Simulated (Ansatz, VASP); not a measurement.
# WS2: VASP beside Ansatz

```
CELL_PARAMETERS angstrom
3.15421 0.00000 0.00000
-1.57710 2.73162 0.00000
0.00000 0.00000 13.11110
ATOMIC_POSITIONS crystal
W 0.33333 0.66667 0.25000
W 0.66667 0.33333 0.75000
S 0.33333 0.66667 0.62029
S 0.66667 0.33333 0.12029
S 0.33333 0.66667 0.87971
S 0.66667 0.33333 0.37971
```

Change from the starting cell: strain +0.000 along x and y, +0.080 along z, atoms carried along.

Alike in both runs: task single point; functional PBE; dispersion D3(BJ); k mesh 12 × 12 × 4; occupations gaussian, width 0.05 eV; no spin polarisation.

|  | VASP | Ansatz |
| --- | --- | --- |
| version | VASP 6.6.1 | Ansatz 0.2.0 |
| potentials or method | VASP PAW PBE potentials, release 64 (W_sv, S), cutoff 520 eV | scalar-relativistic, plane waves, PAW |
| valence electrons in the cell | 52 | 52 |

```csv
,VASP,Ansatz,Ansatz less VASP
gap on the k mesh at the Fermi level (eV),1.08,1.08,0.000
least direct gap on the mesh (eV),1.96,1.96,-0.003
pressure (GPa),-11.6,-11.5,+0.04
"traceless stress, the component that is largest in VASP (GPa)",-9.99,-10.00,-0.003
rms of the force components (eV/Å),0.961,0.961,+0.0007
```

Atom by atom the forces differ by 0.001 eV/Å (rms over components).

Spin-orbit coupling is off throughout.
